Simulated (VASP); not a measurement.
The system is GaN (wurtzite).

```xyz
4
Lattice="3.1890 0.0000 0.0000 -1.5945 2.7618 0.0000 0.0000 0.0000 5.1850" Properties=species:S:1:pos:R:3 pbc="T T T"
Ga    0.0000    1.8412    0.0000
Ga    1.5945    0.9206    2.5925
N     0.0000    1.8412    1.9547
N     1.5945    0.9206    4.5472
```

| Item | Value |
| --- | --- |
| Program | VASP 6.6.1 |
| Task | relaxation of cell and atoms |
| Functional | PBE |
| Potentials or basis | VASP PAW PBE potentials, release 64 (Ga_d, N) |
| Cutoff | 600 eV |
| k mesh | 9 × 9 × 6 |
| Occupations | gaussian, width 0.01 eV |
| Spin | no spin polarisation |

At the start: pressure 5.3 GPa; volume 11.42 Å³/atom.

Q: Where does the relaxation end?

A: Over 10 steps the energy falls by 5.5 meV/atom and the volume is 11.76 Å³/atom (+3.0 %); space group P6_3mc (No. 186, to 0.05 Å).

Step by step:
```csv
step,energy change (eV),largest force (eV/Å),pressure (GPa),volume (Å³)
1,0.0000,0.0012,5.32,45.67
2,-0.0067,0.0091,-4.03,48.22
3,-0.0221,0.0068,-0.02,47.03
4,-0.0221,0.0067,0.09,47.00
5,-0.0221,0.0063,0.09,47.00
6,-0.0221,0.0064,0.09,47.00
7,-0.0221,0.0019,-0.07,47.04
8,-0.0221,0.0018,0.04,47.03
9,-0.0221,0.0002,-0.04,47.03
10,-0.0221,0.0010,-0.02,47.03
```

Final structure:
```
CELL_PARAMETERS angstrom
3.21823 0.00000 0.00000
-1.60911 2.78707 0.00000
0.00000 0.00000 5.24335
ATOMIC_POSITIONS crystal
Ga 0.33333 0.66667 0.00013
Ga 0.66667 0.33333 0.50013
N 0.33333 0.66667 0.37687
N 0.66667 0.33333 0.87687
```
